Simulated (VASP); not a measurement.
Runs of VASP 6.6.1 on SrMg2Bi2. The structure is that of space group P-3m1 (No. 164), or close to it. The cells are those of the table. 

| cell | gap on the mesh (eV) | pressure (GPa) | largest force (eV/Å) |
| --- | --- | --- | --- |
| a = 4.545, b = 4.545, c = 9.015 Å, angles 90.0, 90.0, 120.0°, 5 atoms | (b) | -1.5 | 0.19 |
| a = 4.896, b = 4.896, c = 7.769 Å, angles 90.0, 90.0, 120.0°, 5 atoms | (a) | -2.3 | 0.18 |
| a = 4.966, b = 4.966, c = 7.551 Å, angles 90.0, 90.0, 120.0°, 5 atoms | 0.24 | -2.1 | 0.39 |
| a = 4.679, b = 4.679, c = 8.507 Å, angles 90.0, 90.0, 120.0°, 5 atoms | 0.08 | -2.1 | 0.20 |

Alike in all rows: task single point; level LDA; potentials or basis VASP PAW LDA potentials, release 64 (Sr_sv, Mg, Bi_d); no spin polarisation; k mesh 9 × 9 × 6; cutoff (eV) 520; smearing gaussian 0.03 eV.

Problem. Fill in the values left out.

Solution. (a) 0.31; (b) none.

Caveats: spin-orbit coupling is left out, which moves the levels of the heavy elements.

A k mesh can miss the band edges, and the runs leave out spin-orbit coupling on Bi, Sr.
